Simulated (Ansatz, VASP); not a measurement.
## HfCl5 in VASP and in Ansatz

```
Hf Cl
1.0
     3.23605    1.86833    4.52808
    -3.23605    1.86833    4.52808
     0.00000   -3.73667    4.52808
Hf Cl
1 5
Cartesian
  0.0000 0.0000 0.0000
  0.0000 -1.8683 2.2640
  1.6180 0.9342 2.2640
  -1.6180 0.9342 2.2640
  0.0000 0.0000 7.7277
  0.0000 0.0000 5.8565
```

Alike in both runs: task single point; functional PBE; k mesh 3 × 3 × 3; occupations gaussian, width 0.1 eV; no spin polarisation.

|  | VASP | Ansatz |
| --- | --- | --- |
| version | VASP 6.6.1 | Ansatz 0.2.0 |
| potentials or method | VASP PAW PBE potentials, release 64 (Hf_pv, Cl), cutoff 520 eV | scalar-relativistic, plane waves, PAW |
| valence electrons in the cell | 45 | 61 |

|  | VASP | Ansatz | Ansatz less VASP |
| --- | --- | --- | --- |
| gap on the k mesh at the Fermi level (eV) | none | none | - |
| pressure (GPa) | -3.5 | -3.1 | +0.41 |
| traceless stress, the component that is largest in VASP (GPa) | -10.51 | -9.96 | +0.546 |
| rms of the force components (eV/Å) | 0.919 | 1.043 | +0.1245 |

Atom by atom the forces differ by 0.124 eV/Å (rms over components). A gap of «none» marks a metal or a gap that the smearing closes. With one functional, cell and mesh, what is left measures potentials, basis and numerics. VASP's potentials hold 45 valence electrons a cell and Ansatz's 61, so a difference there can come from the potentials and not from the codes.

The k mesh is coarse, so the values compare programs but aren't converged. Spin-orbit coupling is off throughout.
